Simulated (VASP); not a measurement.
# Pb in VASP: further runs

The runs below take Pb through single point, with PBE, PBEsol.

Program: VASP 6.6.1. These are calculated values, not measurements. Logs are shortened: lines on timing, memory, paths and dates and some standing lists are left out, and cuts for length are marked.

### 1 The cell of the first run

Symmetry: Fd-3m, No. 227, cubic system. The conventional cell has a = 6.924 Å, b = 6.924 Å, c = 6.924 Å, α = 90.00°, β = 90.00°, γ = 90.00°. Pb (site symmetry -43m) has 4 Pb at 3.00 Å within 3.9 Å.

This isn't the form of Pb at room conditions, which is fcc.

### 2 Single point, PBE (41.49 Å³/atom)

Contents of INCAR:

```
PREC = Accurate
ENCUT = 520
EDIFF = 1E-6
ISMEAR = -1
SIGMA = 0.05
LREAL = F
LASPH = T
NELM = 60
ALGO = Normal
ISIF = 2
LWAVE = F
LCHARG = F
GGA = PE
NBANDS = 21
```

Contents of KPOINTS:

```
Automatic mesh
0
Gamma
  7 7 7
```

Contents of POSCAR:

```
Pb
1.0
    0.0000000000      3.4617755540      3.4617755540
    3.4617755540      0.0000000000      3.4617755540
    3.4617755540      3.4617755540      0.0000000000
Pb
2
Direct
    0.2500000000      0.2500000000      0.2500000000
    0.0000000000      0.0000000000      0.0000000000
```

Potentials or basis: VASP PAW PBE potentials, release 64 (Pb_d).

Run with:

```bash
$ cat potpaw_PBE.64/Pb_d/POTCAR > POTCAR
$ mpirun -np 1 vasp_std > vasp.out
```

OUTCAR:

```text
PREC = Accurate
   ENCUT = 520
   EDIFF = 1E-6
   ISMEAR = -1
   LREAL = F
   LASPH = T
   NELM = 60
   ISIF = 2
   GGA = PE

 ion  position               nearest neighbor table
   1  0.250  0.250  0.250-   2 3.00   2 3.00   2 3.00   2 3.00
   2  0.000  0.000  0.000-   1 3.00   1 3.00   1 3.00   1 3.00

  LATTYP: Found a face centered cubic cell.
 ALAT       =     6.9235511080

  Lattice vectors:

 A1 = (   0.0000000000,   3.4617755540,   3.4617755540)
 A2 = (   3.4617755540,   0.0000000000,   3.4617755540)
 A3 = (   3.4617755540,   3.4617755540,   0.0000000000)

Analysis of symmetry for initial positions (statically):
=====================================================================
 Subroutine PRICEL returns:
 Original cell was already a primitive cell.

 Routine SETGRP: Setting up the symmetry group for a
 face centered cubic supercell.

 Subroutine GETGRP returns: Found 48 space group operations
 (whereof 24 operations were pure point group operations)
 out of a pool of 48 trial point group operations.

The static configuration has the point symmetry T_d .
 The point group associated with its full space group is O_h .

Analysis of symmetry for dynamics (positions and initial velocities):
=====================================================================
 Subroutine PRICEL returns:
 Original cell was already a primitive cell.

 Routine SETGRP: Setting up the symmetry group for a
 face centered cubic supercell.

 Subroutine GETGRP returns: Found 48 space group operations
 (whereof 24 operations were pure point group operations)
 out of a pool of 48 trial point group operations.

The dynamic configuration has the point symmetry T_d .
 The point group associated with its full space group is O_h .

 Subroutine INISYM returns: Found 48 space group operations
 (whereof 24 operations are pure point group operations),
 and found     1 'primitive' translations

----------------------------------------------------------------------------------------

                                     Primitive cell

  volume of cell :      82.9711

  direct lattice vectors                    reciprocal lattice vectors
     0.000000000  3.461775554  3.461775554    -0.144434552  0.144434552  0.144434552
     3.461775554  0.000000000  3.461775554     0.144434552 -0.144434552  0.144434552
[... 73 lines left out ...]
   ICHARG =      2    charge: 1-file 2-atom 10-const
   ISPIN  =      1    spin polarized calculation?
   LNONCOLLINEAR =      F non collinear calculations
   LSORBIT =      F    spin-orbit coupling
   LASPH  =      T    aspherical Exc in radial PAW
   ENCUT  =  520.0 eV  38.22 Ry    6.18 a.u.   9.10  9.10  9.10*2*pi/ulx,y,z
   NELM   =     60;   NELMIN=  2; NELMDL= -5     # of ELM steps
   EDIFF  = 0.1E-05   stopping-criterion for ELM
   LREAL  =      F    real-space projection
   EDIFFG = 0.1E-04   stopping-criterion for IOM
   NSW    =      0    number of steps for IOM
   IBRION =     -1    ionic relax: 0-MD 1-quasi-New 2-CG
   NFREE  =      0    steps in history (QN), initial steepest desc. (CG)
   ISIF   =      2    stress and relaxation
   ISYM   =      2    0-nonsym 1-usesym 2-fastsym
   POTIM  = 0.5000    time-step for ionic-motion
   TEBEG  =    0.0;   TEEND  =   0.0 temperature during run
   PSTRESS=    0.0 pullay stress
   NELECT =      28.0000    total number of electrons
   NUPDOWN=      -1.0000    fix difference up-down
   EMIN   =  10.00;   EMAX   =-10.00  energy-range for DOS
   EFERMI =   0.00;   METHOD = LEGACY
   ISMEAR =    -1;   SIGMA  =   0.05  broadening in eV -4-tet -1-fermi 0-gaus
   EFERMI_NEDOS =   21; number of points for ismear=-14 and -15
   IALGO  =     38    algorithm
   IMIX   =      4    mixing-type and parameters
     AMIX     =   0.40;   BMIX     =  1.00
     AMIX_MAG =   1.60;   BMIX_MAG =  1.00
  volume/ion in A,a.u.               =      41.49       279.96
  Fermi-wavevector in a.u.,A,eV,Ry     =   1.139774  2.153860 17.675110  1.299084
  Thomas-Fermi vector in A             =   2.276477
   LORBIT       =      0    0 simple, 1 ext, 2 COOP (PROOUT), +10 PAW based schemes
   GGA     = PE    functional components
   LHFCALC =     F    Hartree Fock is set to
   AEXX    =    0.0000 exact exchange contribution
   IVDW    =     0    specifies the selected vdW correction
   LEPSILON=     F    determine dielectric tensor
   LRPA    =     F    only Hartree local field effects (RPA)
 non-spin polarized calculation
  energy-cutoff  :      520.00
  volume of cell :       82.97
 maximum number of plane-waves:      2247
   NGX = 19   NGY = 19   NGZ = 19

 number of electron      27.9999990 magnetization

 Free energy of the ion-electron system (eV)
  ---------------------------------------------------
  ext. energy  EPLUGINS =         0.00000000
  ---------------------------------------------------
  free energy    TOTEN  =        -6.58409464 eV

  energy without entropy =       -6.57796442  energy(sigma->0) =       -6.58102953

 E-fermi :   4.1674     XC(G=0):  -8.3405

 val. band max:        4.1359351688   @ k =  -0.1429   0.1429   0.0000
 cond. band min:       4.1886495926   @ k =   0.1429   0.0000   0.0000
 fundamental gap:      0.0527144238
 Fermi energy:         4.1673821877

 k-point     1 :       0.0000    0.0000    0.0000
  band No.  band energies     occupation
      1     -12.9942      2.00000
      2     -12.9942      2.00000
      3     -12.9942      2.00000
      4     -12.9211      2.00000
      5     -12.9211      2.00000
      6     -12.5120      2.00000
[... 469 lines left out ...]
     20      12.6277      0.00000
     21      13.7406      0.00000

------------------------ aborting loop because EDIFF is reached ----------------------------------------

  FORCE on cell =-STRESS in cart. coord.  units (eV):
  Direction    XX          YY          ZZ          XY          YZ          ZX
  --------------------------------------------------------------------------------------
  -------------------------------------------------------------------------------------
  Total        0.8601651      0.8601651      0.8601651     -0.0000000      0.0000000     -0.0000000
  in kB       16.6098494     16.6098494     16.6098494     -0.0000000      0.0000000     -0.0000000
  external PRESSURE =      16.6098494 kB  Pullay stress =       0.0000000 kB

 VOLUME and BASIS-vectors are now :
 -----------------------------------------------------------------------------
  energy-cutoff  :      520.00
  volume of cell :       82.97
      direct lattice vectors                 reciprocal lattice vectors
     0.000000000  3.461775554  3.461775554    -0.144434552  0.144434552  0.144434552
     3.461775554  0.000000000  3.461775554     0.144434552 -0.144434552  0.144434552
     3.461775554  3.461775554  0.000000000     0.144434552  0.144434552 -0.144434552

 POSITION                                       TOTAL-FORCE (eV/Angst)
 -----------------------------------------------------------------------------------
      1.73089      1.73089      1.73089         0.000000      0.000000      0.000000
      0.00000      0.00000      0.00000        -0.000000     -0.000000     -0.000000
 -----------------------------------------------------------------------------------
    total drift:                                0.000000      0.000000      0.000000

  FREE ENERGIE OF THE ION-ELECTRON SYSTEM (eV)
  ---------------------------------------------------
  free  energy   TOTEN  =        -6.5840946385 eV

  energy  without entropy=       -6.5779644166  energy(sigma->0) =       -6.58102953
```

stdout:

```text
POSCAR found type information on POSCAR Pb
 POSCAR found :  1 types and       2 ions
 scaLAPACK will be used
 LDA part: xc-table for (Slater+PW92), standard interpolation
 POSCAR, INCAR and KPOINTS ok, starting setup
 FFT: planning ... GRIDC
 FFT: planning ... GRID_SOFT
 FFT: planning ... GRID
 WAVECAR not read
 entering main loop
```

Run time: 22 s. Hardware: 1 thread of Intel Xeon Platinum 8259CL at 2.50GHz (Skylake/Cascade Lake), shared host; peak memory 0.2 GiB.

What came out:

```
Free energy            : -6.5841 eV
Pressure               : 1.7 GPa
Band gap on the k mesh : zero (bands 14 and 15 overlap by 1.08 eV)
```

Caveat: spin-orbit coupling is left out, which moves the levels of the heavy elements.

### 3 Single point, PBEsol

This run uses another cell than the first one, of 42.30 Å³/atom.

Contents of INCAR:

```
PREC = Accurate
ENCUT = 520
EDIFF = 1E-6
ISMEAR = -1
SIGMA = 0.05
LREAL = False
LASPH = True
NELM = 80
ALGO = Normal
ISIF = 2
LWAVE = False
LCHARG = False
GGA = PS
NBANDS = 21
```

Contents of KPOINTS:

```
Automatic mesh
0
Gamma
  6 6 6
```

Contents of POSCAR:

```
Pb
1.0
    0.0000000000      3.4390000555      3.5765600577
    3.4390000555      0.0000000000      3.5765600577
    3.4390000555      3.4390000555      0.0000000000
Pb
2
Direct
    0.2500000000      0.2500000000      0.2500000000
    0.0000000000      0.0000000000      0.0000000000
```

Potentials or basis: VASP PAW PBE potentials, release 64 (Pb_d).

Run with:

```bash
$ cat potpaw_PBE.64/Pb_d/POTCAR > POTCAR
$ mpirun -np 1 vasp_std > vasp.out
```

OUTCAR:

```text
PREC = Accurate
   ENCUT = 520
   EDIFF = 1E-6
   ISMEAR = -1
   LREAL = False
   LASPH = True
   NELM = 80
   ISIF = 2
   GGA = PS

 ion  position               nearest neighbor table
   1  0.250  0.250  0.250-   2 3.02   2 3.02   2 3.02   2 3.02
   2  0.000  0.000  0.000-   1 3.02   1 3.02   1 3.02   1 3.02

  LATTYP: Found a body centered tetragonal cell.
 ALAT       =     4.8634805195
 C/A-ratio  =     1.4707821049

  Lattice vectors:

 A1 = (  -3.4390000555,   0.0000000000,   3.5765600577)
[... 190 lines left out ...]
      3     -13.2199      2.00000
      4     -13.1616      2.00000
      5     -13.1572      2.00000
      6     -12.7899      2.00000
[... 565 lines left out ...]
     20      12.3868      0.00000
     21      12.8803      0.00000

 [... further k-points ...]
[... 5 lines left out ...]
  --------------------------------------------------------------------------------------
  -------------------------------------------------------------------------------------
  Total       -0.3606074     -0.3606074     -0.4273893      0.0000000     -0.0000000      0.0000000
  in kB       -6.8294445     -6.8294445     -8.0942068      0.0000000     -0.0000000      0.0000000
  external PRESSURE =      -7.2510319 kB  Pullay stress =       0.0000000 kB

 VOLUME and BASIS-vectors are now :
 -----------------------------------------------------------------------------
  energy-cutoff  :      520.00
  volume of cell :       84.60
      direct lattice vectors                 reciprocal lattice vectors
     0.000000000  3.439000056  3.576560058    -0.145391100  0.145391100  0.139799134
     3.439000056  0.000000000  3.576560058     0.145391100 -0.145391100  0.139799134
     3.439000056  3.439000056  0.000000000     0.145391100  0.145391100 -0.139799134

 POSITION                                       TOTAL-FORCE (eV/Angst)
 -----------------------------------------------------------------------------------
      1.71950      1.71950      1.78828         0.000000      0.000000      0.000000
      0.00000      0.00000      0.00000        -0.000000     -0.000000     -0.000000
 -----------------------------------------------------------------------------------
    total drift:                               -0.000000     -0.000000      0.000000

  FREE ENERGIE OF THE ION-ELECTRON SYSTEM (eV)
  ---------------------------------------------------
  free  energy   TOTEN  =        -7.3352947924 eV

  energy  without entropy=       -7.3287727910  energy(sigma->0) =       -7.33203379
```

OSZICAR:

```text
N       E                     dE             d eps       ncg     rms          rms(c)
DAV:   1     0.288293912885E+03    0.28829E+03   -0.13579E+04  1260   0.143E+03
DAV:   2     0.139316088317E+02   -0.27436E+03   -0.26908E+03  1270   0.389E+02
DAV:   3    -0.658719860743E+01   -0.20519E+02   -0.20349E+02  1533   0.133E+02
DAV:   4    -0.733496810970E+01   -0.74777E+00   -0.74752E+00  1478   0.307E+01
DAV:   5    -0.738053350248E+01   -0.45565E-01   -0.45565E-01  1940   0.659E+00    0.148E+00
DAV:   6    -0.734816057868E+01    0.32373E-01   -0.33856E-02  1719   0.269E+00    0.827E-01
DAV:   7    -0.733474800651E+01    0.13413E-01   -0.27157E-02  1742   0.212E+00    0.163E-01
DAV:   8    -0.733509146008E+01   -0.34345E-03   -0.42511E-03  1578   0.723E-01    0.395E-02
DAV:   9    -0.733528443040E+01   -0.19297E-03   -0.23648E-04  1610   0.138E-01    0.970E-03
DAV:  10    -0.733529277566E+01   -0.83453E-05   -0.12802E-05  1311   0.268E-02    0.504E-03
DAV:  11    -0.733529478837E+01   -0.20127E-05   -0.26785E-06  1210   0.121E-02    0.828E-04
DAV:  12    -0.733529479243E+01   -0.40577E-08   -0.19027E-07  1010   0.559E-03
   1 F= -.73352948E+01 E0= -.73320338E+01  d E =-.652200E-02
```

stdout:

```text
POSCAR found type information on POSCAR Pb
 POSCAR found :  1 types and       2 ions
 scaLAPACK will be used
 -----------------------------------------------------------------------------
|                                                                             |
|                                                                             |
|     You enforced a specific xc type in the INCAR file but a different       |
|     I HOPE YOU KNOW WHAT YOU ARE DOING!                                     |
|                                                                             |
 -----------------------------------------------------------------------------

 LDA part: xc-table for (Slater+PW92), standard interpolation
 POSCAR, INCAR and KPOINTS ok, starting setup
 FFT: planning ... GRIDC
 FFT: planning ... GRID_SOFT
 FFT: planning ... GRID
 WAVECAR not read
 entering main loop
```

Wall time 58 s (1 thread of Intel Xeon 8259CL, shared host); peak memory 0.24 GiB.

Results:

```yaml
Free_energy: -7.3353 eV
Pressure: -0.7 GPa
Band_gap_on_the_k_mesh: zero (bands 14 and 15 overlap by 1.05 eV)
```

Levels at points of the mesh, in eV from the Fermi level:
| k point | band 12 | band 13 | band 14 | band 15 | band 16 | band 17 |
| --- | --- | --- | --- | --- | --- | --- |
| (0.00, 0.00, 0.00) | -4.08 | 0.30 | 0.55 | 0.55 | 2.41 | 2.41 |
| (0.50, 0.00, 0.00) | -6.98 | -0.92 | -0.74 | -0.50 | 3.50 | 3.60 |
| (0.50, 0.50, 0.00) | -8.38 | -1.66 | -1.66 | 1.03 | 1.03 | 6.95 |
| (0.50, 0.00, 0.50) | -8.30 | -1.84 | -1.84 | 0.86 | 0.86 | 7.00 |

Caveat: the PAW data sets were made with another functional, which shifts forces and pressure a little; spin-orbit coupling is left out, which moves the levels of the heavy elements.

The gap in the log of VASP goes by the Fermi energy; the results here count the filled bands.